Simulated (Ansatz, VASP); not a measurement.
Sr in VASP and in Ansatz

```
CELL_PARAMETERS angstrom
0.00000 2.74852 2.74852
2.74852 0.00000 2.74852
3.11360 3.11360 -0.36508
ATOMIC_POSITIONS crystal
Sr 0.00000 0.00000 0.00000
```

Alike in both runs: task single point; functional PBEsol; k mesh 10 × 10 × 10; occupations gaussian, width 0.05 eV; no spin polarisation.

```csv
,VASP,Ansatz
version,VASP 6.6.1,Ansatz 0.2.0
potentials or method,"VASP PAW PBE potentials, release 64 (Sr_sv), cutoff 520 eV","scalar-relativistic, plane waves, PAW"
valence electrons in the cell,10,10
```

```tsv
	VASP	Ansatz	Ansatz less VASP
gap on the k mesh at the Fermi level (eV)	none	none	-
pressure (GPa)	1.1	1.1	-0.02
traceless stress, the component that is largest in VASP (GPa)	-1.98	-1.98	+0.002
```

VASP's potentials were made for PBE, not for PBEsol. A gap of «none» marks a metal or a gap that the smearing closes.
